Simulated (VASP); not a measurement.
Input of a VASP 6.6.1 run:

File INCAR:

```
SYSTEM = YbN
PREC = Accurate ; ENCUT = 520
EDIFF = 1E-6 ; ISMEAR = 0
SIGMA = 0.05 ; LREAL = .FALSE.
LASPH = .TRUE. ; NELM = 150
ALGO = Normal ; ISIF = 2
LWAVE = .FALSE. ; LCHARG = .TRUE.
LMAXMIX = 6 ; LDAU = .TRUE.
LDAUTYPE = 2 ; LDAUL = 3 -1
LDAUU = 6 0 ; LDAUJ = 0 0
LDAUPRINT = 1 ; GGA = PE
LELF = .TRUE. ; LVHAR = .TRUE.
NBANDS = 22
```

File KPOINTS:

```
regular mesh
0
G
  8 8 8
  0 0 0
```

POSCAR

```
YbN
1.0
    0.0000000000      2.5811819695      2.5811819695
    2.5811819695      0.0000000000      2.5811819695
    2.5811819695      2.5811819695      0.0000000000
Yb N
1 1
Direct
    0.0000000000      0.0000000000      0.0000000000
    0.2500000000      0.2500000000      0.2500000000
```

Potentials or basis: VASP PAW PBE potentials, release 64 (Yb, N).

Launch:

```sh
$ cat potpaw_PBE.64/Yb/POTCAR potpaw_PBE.64/N/POTCAR > POTCAR
$ mpirun -np 1 vasp_std > vasp.out
```

(1) Estimate the band gap on the k mesh.

(2) Predict the pressure.

Results:

(1) zero (an odd number of electrons rules out a gap without spin polarisation).

(2) 1.8 GPa.

Caveat: spin-orbit coupling is left out, which moves the levels of the heavy elements; an odd number of electrons without spin polarisation forces a metal; a magnetic or distorted state may lie lower; U without spin polarisation on a metal has little footing.
